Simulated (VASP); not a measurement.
# CuSi16 (a cell with a defect) in VASP: single point with PBE+D3(BJ)

Aim: the single point of CuSi16 (a cell with a defect) with PBE+D3(BJ).

Everything below comes from runs of VASP 6.6.1. Logs are shortened: lines on timing, memory, paths and dates and some standing lists are left out, and cuts for length are marked.

## Step 1: The cell of the first run

The cell holds a defect, 17 atoms: a = 7.679 Å, b = 7.679 Å, c = 7.679 Å, α = 60.00°, β = 60.00°, γ = 60.00°.

## Step 2: Single point, PBE+D3(BJ)

INCAR reads:

```
PREC = Accurate
ENCUT = 520
EDIFF = 1E-6
ISMEAR = 0
SIGMA = 0.02
LREAL = Auto
LASPH = True
NELM = 80
ALGO = Normal
ISIF = 2
LWAVE = False
LCHARG = False
GGA = PE
IVDW = 12
NELECT = 74.0
NBANDS = 52
```

KPOINTS reads:

```
regular mesh
0
Gamma
  2 2 2
```

POSCAR reads:

```
CuSi16
1.0
    0.0000000000      5.4300000000      5.4300000000
    5.4300000000      0.0000000000      5.4300000000
    5.4300000000      5.4300000000      0.0000000000
Si Cu
16 1
Direct
    0.0013639042      0.0088476980      0.0023782689
    0.1404467772      0.1055156538      0.1355132597
   -0.0086349908      0.0022712707      0.5040646409
    0.1192203499      0.1331973297      0.6249139042
    0.0055872928      0.4760788214      0.0059511971
    0.1243925414      0.6209932781      0.1264724678
   -0.0131873849      0.5078514733      0.4982350829
    0.1189650092      0.6191856354      0.6280736648
    0.5095061694      0.0004441068     -0.0099441068
    0.6246590239      0.1326266114      0.1213916206
    0.4921577348      0.0055398711      0.4942558932
    0.6168861878      0.1327810313      0.6156808471
    0.4962239411      0.5072482505     -0.0096191529
    0.6283593923      0.6183256906      0.1204951197
    0.4918860958      0.5074236648      0.4933558932
    0.6151852670      0.6317127072      0.6186585635
    0.8998559853      0.8490580110      0.8892049724
```

Potentials or basis: VASP PAW PBE potentials, release 64 (Si, Cu).

Run with:

```
$ cat potpaw_PBE.64/Si/POTCAR potpaw_PBE.64/Cu/POTCAR > POTCAR
$ mpirun -np 1 vasp_std > vasp.out
```

OUTCAR:

```text
PREC = Accurate
   ENCUT = 520
   EDIFF = 1E-6
   ISMEAR = 0
   LREAL = Auto
   LASPH = True
   NELM = 80
   ISIF = 2
   GGA = PE
   IVDW = 12
   NELECT = 74.0
 IVDW          = 12

 ion  position               nearest neighbor table
   1  0.001  0.009  0.002-   2 2.32  17 2.36  10 2.36   4 2.37   6 2.43
   2  0.140  0.106  0.136-   3 2.32   9 2.32   1 2.32   5 2.33
   3  0.991  0.002  0.504-   2 2.32  12 2.35   4 2.38   8 2.40  17 2.43
   4  0.119  0.133  0.625-  11 2.34   7 2.35   1 2.37   3 2.38  17 2.75
   5  0.006  0.476  0.006-   2 2.33  17 2.35  14 2.37   8 2.37   6 2.41
   6  0.124  0.621  0.126-   7 2.33  13 2.33   5 2.41   1 2.43  17 2.51
   7  0.987  0.508  0.498-  16 2.33   6 2.33   8 2.34   4 2.35
   8  0.119  0.619  0.628-  15 2.34   7 2.34   5 2.37   3 2.40  17 2.68
   9  0.510  0.000  0.990-   2 2.32  12 2.35  10 2.38  14 2.40  17 2.46
  10  0.625  0.133  0.121-  11 2.34  13 2.35   1 2.36   9 2.38  17 2.81
  11  0.492  0.006  0.494-  10 2.34   4 2.34  12 2.34  16 2.34
  12  0.617  0.133  0.616-  11 2.34  15 2.35   3 2.35   9 2.35
  13  0.496  0.507  0.990-  16 2.33   6 2.33  14 2.34  10 2.35
  14  0.628  0.618  0.120-  15 2.34  13 2.34   5 2.37   9 2.40  17 2.74
  15  0.492  0.507  0.493-  16 2.34  14 2.34   8 2.34  12 2.35
  16  0.615  0.632  0.619-   7 2.33  13 2.33  15 2.34  11 2.34
  17  0.900  0.849  0.889-   5 2.35   1 2.36   3 2.43   9 2.46   6 2.51   8 2.68  14 2.74   4 2.75
                            10 2.81

  LATTYP: Found a face centered cubic cell.
 ALAT       =    10.8600000000

  Lattice vectors:

 A1 = (   0.0000000000,   5.4300000000,   5.4300000000)
 A2 = (   5.4300000000,   0.0000000000,   5.4300000000)
 A3 = (   5.4300000000,   5.4300000000,   0.0000000000)

Analysis of symmetry for initial positions (statically):
=====================================================================
 Subroutine PRICEL returns:
 Original cell was already a primitive cell.

 Routine SETGRP: Setting up the symmetry group for a
 face centered cubic supercell.

 Subroutine GETGRP returns: Found  1 space group operations
 (whereof  1 operations were pure point group operations)
 out of a pool of 48 trial point group operations.

The static configuration has the point symmetry C_1 .

Analysis of symmetry for dynamics (positions and initial velocities):
=====================================================================
 Subroutine PRICEL returns:
 Original cell was already a primitive cell.

 Routine SETGRP: Setting up the symmetry group for a
 face centered cubic supercell.

 Subroutine GETGRP returns: Found  1 space group operations
 (whereof  1 operations were pure point group operations)
 out of a pool of 48 trial point group operations.

The dynamic configuration has the point symmetry C_1 .

 Subroutine INISYM returns: Found  1 space group operations
 (whereof  1 operations are pure point group operations),
 and found     1 'primitive' translations

----------------------------------------------------------------------------------------

                                     Primitive cell

  volume of cell :     320.2060

  direct lattice vectors                    reciprocal lattice vectors
     0.000000000  5.430000000  5.430000000    -0.092081031  0.092081031  0.092081031
     5.430000000  0.000000000  5.430000000     0.092081031 -0.092081031  0.092081031
     5.430000000  5.430000000  0.000000000     0.092081031  0.092081031 -0.092081031

  length of vectors
     7.679179644  7.679179644  7.679179644     0.159489025  0.159489025  0.159489025

  position of ions in fractional coordinates (direct lattice)
     0.001363904  0.008847698  0.002378269
     0.140446777  0.105515654  0.135513260
     0.991365009  0.002271271  0.504064641
     0.119220350  0.133197330  0.624913904
     0.005587293  0.476078821  0.005951197
     0.124392541  0.620993278  0.126472468
[... 9 lines left out ...]
     0.615185267  0.631712707  0.618658563
     0.899855985  0.849058011  0.889204972

  ion indices of the primitive-cell ions
   primitive index   ion index
                 1           1
                 2           2
                 3           3
                 4           4
                 5           5
                 6           6
[... 9 lines left out ...]
                16          16
                17          17

----------------------------------------------------------------------------------------

 KPOINTS: regular mesh

Automatic generation of k-mesh.
 Grid dimensions read from file:
 generate k-points for:    2    2    2

 Generating k-lattice:

  Cartesian coordinates                     Fractional coordinates (reciprocal lattice)
    -0.046040516  0.046040516  0.046040516     0.500000000  0.000000000  0.000000000
     0.046040516 -0.046040516  0.046040516     0.000000000  0.500000000  0.000000000
     0.046040516  0.046040516 -0.046040516     0.000000000  0.000000000  0.500000000

  Length of vectors
     0.079744512  0.079744512  0.079744512

  Shift w.r.t. Gamma in fractional coordinates (k-lattice)
     0.000000000  0.000000000  0.000000000

 Subroutine IBZKPT returns following result:
 ===========================================

 Found      8 irreducible k-points:

 Following reciprocal coordinates:
            Coordinates               Weight
  0.000000  0.000000  0.000000      1.000000
  0.500000  0.000000  0.000000      1.000000
  0.000000  0.500000  0.000000      1.000000
  0.000000  0.000000  0.500000      1.000000
  0.500000  0.500000  0.500000      1.000000
  0.500000  0.500000  0.000000      1.000000
  0.000000  0.500000  0.500000      1.000000
  0.500000  0.000000  0.500000      1.000000
   k-points           NKPTS =      8   k-points in BZ     NKDIM =      8   number of bands    NBANDS=     52
   number of dos      NEDOS =    301   number of ions     NIONS =     17
   total plane-waves  NPLWV = 216000
   dimension x,y,z NGX =    60 NGY =   60 NGZ =   60
   dimension x,y,z NGXF=   120 NGYF=  120 NGZF=  120
   ions per type =              16   1
   NGX,Y,Z   is equivalent  to a cutoff of  12.99, 12.99, 12.99 a.u.
   NGXF,Y,Z  is equivalent  to a cutoff of  25.98, 25.98, 25.98 a.u.
 SYSTEM =  unknown system
   PREC   = accura    normal or accurate (medium, high low for compatibility)
   ISTART =      0    job   : 0-new  1-cont  2-samecut
   ICHARG =      2    charge: 1-file 2-atom 10-const
   ISPIN  =      1    spin polarized calculation?
   LNONCOLLINEAR =      F non collinear calculations
   LSORBIT =      F    spin-orbit coupling
   LASPH  =      T    aspherical Exc in radial PAW
   ENCUT  =  520.0 eV  38.22 Ry    6.18 a.u.  14.28 14.28 14.28*2*pi/ulx,y,z
   NELM   =     80;   NELMIN=  2; NELMDL= -5     # of ELM steps
   EDIFF  = 0.1E-05   stopping-criterion for ELM
   LREAL  =      T    real-space projection
   EDIFFG = 0.1E-04   stopping-criterion for IOM
   NSW    =      0    number of steps for IOM
   IBRION =     -1    ionic relax: 0-MD 1-quasi-New 2-CG
   NFREE  =      0    steps in history (QN), initial steepest desc. (CG)
   ISIF   =      2    stress and relaxation
   ISYM   =      2    0-nonsym 1-usesym 2-fastsym
   POTIM  = 0.5000    time-step for ionic-motion
   TEBEG  =    0.0;   TEEND  =   0.0 temperature during run
   PSTRESS=    0.0 pullay stress
   NELECT =      74.0000    total number of electrons
   NUPDOWN=      -1.0000    fix difference up-down
   EMIN   =  10.00;   EMAX   =-10.00  energy-range for DOS
   EFERMI =   0.00;   METHOD = LEGACY
   ISMEAR =     0;   SIGMA  =   0.02  broadening in eV -4-tet -1-fermi 0-gaus
   EFERMI_NEDOS =   21; number of points for ismear=-14 and -15
   IALGO  =     38    algorithm
   IMIX   =      4    mixing-type and parameters
     AMIX     =   0.40;   BMIX     =  1.00
     AMIX_MAG =   1.60;   BMIX_MAG =  1.00
  volume/ion in A,a.u.               =      18.84       127.11
  Fermi-wavevector in a.u.,A,eV,Ry     =   1.004636  1.898488 13.732283  1.009294
  Thomas-Fermi vector in A             =   2.137265
   LORBIT       =      0    0 simple, 1 ext, 2 COOP (PROOUT), +10 PAW based schemes
   GGA     = PE    functional components
   LHFCALC =     F    Hartree Fock is set to
   AEXX    =    0.0000 exact exchange contribution
   IVDW    =    12    specifies the selected vdW correction
   LEPSILON=     F    determine dielectric tensor
   LRPA    =     F    only Hartree local field effects (RPA)
 non-spin polarized calculation
 Gauss-broadening in eV      SIGMA  =   0.02
  energy-cutoff  :      520.00
  volume of cell :      320.21
 maximum number of plane-waves:      8646
 NGX is ok and might be reduce to    60
   NGX = 29   NGY = 29   NGZ = 29

 number of electron      74.0000002 magnetization

 Free energy of the ion-electron system (eV)
  ---------------------------------------------------
  ext. energy  EPLUGINS =         0.00000000
  ---------------------------------------------------
  free energy    TOTEN  =       -94.20528437 eV

  energy without entropy =      -94.20528435  energy(sigma->0) =      -94.20528436

 E-fermi :   6.3652     XC(G=0):  -9.6061

 val. band max:        6.2962978360   @ k =   0.0000   0.0000   0.0000
 cond. band min:       6.4341296934   @ k =   0.0000   0.0000   0.0000
 fundamental gap:      0.1378318575
 Fermi energy:         6.3652133702

 k-point     1 :       0.0000    0.0000    0.0000
  band No.  band energies     occupation
      1      -5.8984      2.00000
      2      -3.5293      2.00000
      3      -3.5167      2.00000
      4      -3.4940      2.00000
      5      -3.4771      2.00000
      6      -2.0497      2.00000
[... 41 lines left out ...]
     48       8.5006      0.00000
     49       8.6689      0.00000

 k-point     2 :       0.5000    0.0000    0.0000
  band No.  band energies     occupation
      1      -5.2392      2.00000
      2      -4.9262      2.00000
      3      -3.2815      2.00000
      4      -3.2649      2.00000
      5      -3.2032      2.00000
      6      -3.0422      2.00000
[... 304 lines left out ...]
 k-point     8 :       0.5000    0.0000    0.5000
  band No.  band energies     occupation
      1      -4.9414      2.00000
      2      -4.7216      2.00000
      3      -3.8674      2.00000
      4      -3.7840      2.00000
      5      -3.7516      2.00000
      6      -3.7427      2.00000
[... 41 lines left out ...]
     48      10.4993      0.00000
     49      10.5395      0.00000
 [bands above 49 left out]

------------------------ aborting loop because EDIFF is reached ----------------------------------------

 Edisp (eV)   -5.66911

 E8    (eV) :    -2.3512

  FORCE on cell =-STRESS in cart. coord.  units (eV):
  Direction    XX          YY          ZZ          XY          YZ          ZX
  --------------------------------------------------------------------------------------
  -------------------------------------------------------------------------------------
  Total      -7.77780    -6.92279    -7.83547     0.27676     0.11882    -0.01025
  in kB     -38.91689   -34.63877   -39.20542     1.38481     0.59455    -0.05131
  external pressure =      -37.59 kB  Pullay stress =        0.00 kB

 VOLUME and BASIS-vectors are now :
 -----------------------------------------------------------------------------
  energy-cutoff  :      520.00
  volume of cell :      320.21
      direct lattice vectors                 reciprocal lattice vectors
     0.000000000  5.430000000  5.430000000    -0.092081031  0.092081031  0.092081031
     5.430000000  0.000000000  5.430000000     0.092081031 -0.092081031  0.092081031
     5.430000000  5.430000000  0.000000000     0.092081031  0.092081031 -0.092081031

 POSITION                                       TOTAL-FORCE (eV/Angst)
 -----------------------------------------------------------------------------------
      0.06096      0.02032      0.05545         0.020680      0.012436      0.006688
      1.30879      1.49846      1.33558        -0.037891     -0.012559     -0.038159
      2.74940      8.12018      5.39544         0.031209     -0.010630      0.036128
      4.11654      4.04065      1.37063        -0.017887     -0.011795      0.001545
      2.61742      0.06265      2.61545         0.026188      0.041243     -0.000047
      4.05874      1.36220      4.04744        -0.024443     -0.012953     -0.026214
[... 9 lines left out ...]
      6.78952      6.69977      6.77066        -0.011222     -0.005260     -0.006376
      9.43877      9.71460      9.49660        -0.043084     -0.022715     -0.014187
 -----------------------------------------------------------------------------------
    total drift:                               -0.001076     -0.006958      0.001356

  FREE ENERGIE OF THE ION-ELECTRON SYSTEM (eV)
  ---------------------------------------------------
  free  energy   TOTEN  =       -99.8743913853 eV

  energy  without entropy=      -99.8743913657  energy(sigma->0) =      -99.87439138
```

It took 4.9 min on 1 thread of Intel Xeon 6975P-C (Granite Rapids), shared host; peak memory 0.49 GiB.

What came out:

| Quantity | Value |
| --- | --- |
| Free energy | -99.8744 eV |
| Largest force | 0.055 eV/Å |
| Dispersion energy per atom | -0.333 eV |

Forces on the atoms (eV/Å):
```
Si   0.021  0.012  0.007
Si  -0.038 -0.013 -0.038
Si   0.031 -0.011  0.036
Si  -0.018 -0.012  0.002
Si   0.026  0.041  0.000
Si  -0.024 -0.013 -0.026
Si   0.024  0.010  0.015
Si  -0.029  0.003 -0.012
Si   0.037  0.004  0.019
Si  -0.003 -0.011 -0.016
Si   0.017  0.006  0.016
Si  -0.011 -0.007 -0.010
Si   0.015  0.013  0.023
Si  -0.013  0.001 -0.016
Si   0.019  0.003  0.021
Si  -0.011 -0.005 -0.006
Cu  -0.043 -0.023 -0.014
```

Caveat: the k points lie up to 0.50 Å⁻¹ apart; the cell carries a net charge on a neutralising background, which shifts energy and pressure; the cell is charged against a uniform background, so pressure and absolute levels hang on convention.
